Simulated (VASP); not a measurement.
Wanted: the native input for a VASP 6.6.1 run.

| Item | Value |
| --- | --- |
| Task | single point |
| Functional | PBE |
| Potentials or basis | VASP PAW PBE potentials, release 64 (Mg, Au) |
| Cutoff | 520 eV |
| k mesh | 4 × 4 × 4 |
| Occupations | gaussian, width 0.1 eV |
| Spin | no spin polarisation |
| Dipole correction | no |
| Further INCAR settings | ALGO = Normal; EDIFF = 1e-06; NBANDS = 18 |

The structure of Mg4Au lies in POSCAR:

```
Mg4Au
1.0
    2.2781796000     -5.4067264000      0.0000000000
    2.2781796000      5.4067264000      0.0000000000
    0.0000000000      0.0000000000      4.5984152000
Mg Au
4 1
Direct
    0.8568645000      0.1431355000      0.5000000000
    0.3546690000      0.6453310000      0.0000000000
    0.6453310000      0.3546690000      0.0000000000
    0.1431355000      0.8568645000      0.5000000000
    0.0000000000      0.0000000000      0.0000000000
```

The input as run:

INCAR

```
SYSTEM = Mg4Au
PREC = Accurate
ENCUT = 520
EDIFF = 1E-6
ISMEAR = 0
SIGMA = 0.1
LREAL = .False.
LASPH = .True.
NELM = 80
ALGO = Normal
ISIF = 2
LWAVE = .False.
LCHARG = .True.
GGA = PE
LELF = .True.
LVHAR = .True.
NBANDS = 18
```

KPOINTS

```
Automatic mesh
0
Gamma
  4 4 4
  0 0 0
```

Potentials or basis: VASP PAW PBE potentials, release 64 (Mg, Au).

Launch:

```sh
$ cat potpaw_PBE.64/Mg/POTCAR potpaw_PBE.64/Au/POTCAR > POTCAR
$ mpirun -np 1 vasp_std > vasp.out
```

It gave:

```
Pressure      : 0.0 GPa
Largest force : 0.066 eV/Å
```

Caveat: the k points lie up to 0.37 Å⁻¹ apart.

Run time: 75 s on 1 thread of Oxide Virtual Turin-like Processor (shared host), peak memory 0.25 GiB.
